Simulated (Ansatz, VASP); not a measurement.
# AlNi3: VASP beside Ansatz

Contents of INCAR:

```
SYSTEM = AlNi3
PREC = Accurate
ENCUT = 590
EDIFF = 1E-6
ISMEAR = -1
SIGMA = 0.05
LREAL = .False.
LASPH = .True.
NELM = 200
ALGO = Normal
ISIF = 2
LWAVE = .False.
LCHARG = .False.
ISPIN = 2
MAGMOM = 1.26667 1.26667 1.26667 0
LORBIT = 11
NUPDOWN = 3.8
LMAXMIX = 4
GGA = PS
NBANDS = 40
GGA_COMPAT = .False.
```

KPOINTS

```
Automatic mesh
0
Gamma
  7 7 7
  0 0 0
```

The input POSCAR:

```
AlNi3
1.0
    0.0000000000      2.8018887551      2.8018887551
    2.8018887551      0.0000000000      2.8018887551
    2.8018887551      2.8018887551      0.0000000000
Ni Al
3 1
Direct
    0.7500000000      0.7500000000      0.7500000000
    0.0000000000      0.0000000000      0.0000000000
    0.2500000000      0.2500000000      0.2500000000
    0.5000000000      0.5000000000      0.5000000000
```

File input.yaml:

```yaml
crystal:
  lattice:
    - [0.0, 2.8018887551, 2.8018887551]
    - [2.8018887551, 0.0, 2.8018887551]
    - [2.8018887551, 2.8018887551, 0.0]
  atoms:
    - { symbol: Ni, position: [0.75, 0.75, 0.75], spin: 1.2666666667 }
    - { symbol: Ni, position: [0.0, 0.0, 0.0], spin: 1.2666666667 }
    - { symbol: Ni, position: [0.25, 0.25, 0.25], spin: 1.2666666667 }
    - { symbol: Al, position: [0.5, 0.5, 0.5] }
hamiltonian:
  xc: pbesol
  pseudopotentials: { kind: paw }
magnetization:
  spin_polarized: true
  initial_magnetization: 3.8
  spin_locking: { lock_magnetization: hard }
kpoints:
  mp_grid: { grid: [7, 7, 7] }
scf:
  occupations: { method: fermi_dirac, width: 0.05 }
  lower_state_search: "off"
output:
  forces: true
  stress: true
  eigenvalues: true
  write_density: true
  write_potential: true
  elf: true
  volumetric_format: npy
```

Alike in both runs: task single point; functional PBEsol; k mesh 7 × 7 × 7; occupations fermi-dirac, width 0.05 eV; collinear spin; fixed moment 3.8 μB.

|  | VASP | Ansatz |
| --- | --- | --- |
| version | VASP 6.6.1 | Ansatz 0.2.0 |
| potentials or method | VASP PAW PBE potentials, release 64 (Ni_sv_GW, Al) | Ansatz PAW |
| plane-wave cutoff (eV) | 590 | 420 |
| valence electrons in the cell | 57 | 57 |

VASP gave:

```
pressure (GPa)                                                : 6.8
net moment per atom (μB)                                      : 0.95
size of the moment on the site where the two differ most (μB) : 0.08
```

What did Ansatz give for the same quantities?

Pressure (GPa): 9.8; net moment per atom (μB): 0.95; size of the moment on the site where the two differ most (μB): 0.11.

VASP's potentials were made for PBE, not for PBEsol. Site moments also hang on the region over which each program counts them.
